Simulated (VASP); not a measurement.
Write the native input for VASP 6.6.1 that does the following.

| Item | Value |
| --- | --- |
| Task | single point |
| Functional | PBE |
| Potentials or basis | VASP PAW PBE potentials, release 64 (Ni, Al) |
| Cutoff | 520 eV |
| k mesh | 9 × 9 × 9 |
| Occupations | gaussian, width 0.023 eV |
| Spin | collinear spin, ferromagnetic start |
| Starting moments | [1.0, 0.0] μB |
| Dipole correction | no |
| Further INCAR settings | ALGO = Fast; EDIFF = 1e-06; NBANDS = 18 |

The structure of AlNi lies in POSCAR:

```
AlNi
1.0
    2.8810000000      0.0000000000      0.0000000000
    0.0000000000      2.8810000000      0.0000000000
    0.0000000000      0.0000000000      2.8810000000
Ni Al
1 1
Direct
    0.5000000000      0.5000000000      0.5000000000
    0.0000000000      0.0000000000      0.0000000000
```

These files were run (other wordings do the same):

INCAR

```
SYSTEM = AlNi
PREC = Accurate ; ENCUT = 520
EDIFF = 1E-6 ; ISMEAR = 0
SIGMA = 0.023 ; LREAL = .False.
LASPH = .True. ; NELM = 150
ALGO = Fast ; ISIF = 2
LWAVE = .False. ; LCHARG = .False.
ISPIN = 2 ; MAGMOM = 1 0
LORBIT = 11 ; LMAXMIX = 4
GGA = PE ; NBANDS = 18
```

KPOINTS

```
regular mesh
0
Gamma
  9 9 9
  0 0 0
```

Potentials or basis: VASP PAW PBE potentials, release 64 (Ni, Al).

The run is started by

```console
$ cat potpaw_PBE.64/Ni/POTCAR potpaw_PBE.64/Al/POTCAR > POTCAR
$ mpirun -np 1 vasp_std > vasp.out
```

Results of the run:

- Pressure: 1.8 GPa
- Net moment: 0.00 μB per cell
- Valence electrons inside the program's atomic spheres: Ni 9.46; Al 0.80

Run time: 12 s on 1 thread of Intel(R) Xeon(R) 6975P-C (Granite Rapids), with other jobs on the host, peak memory 0.15 GiB.
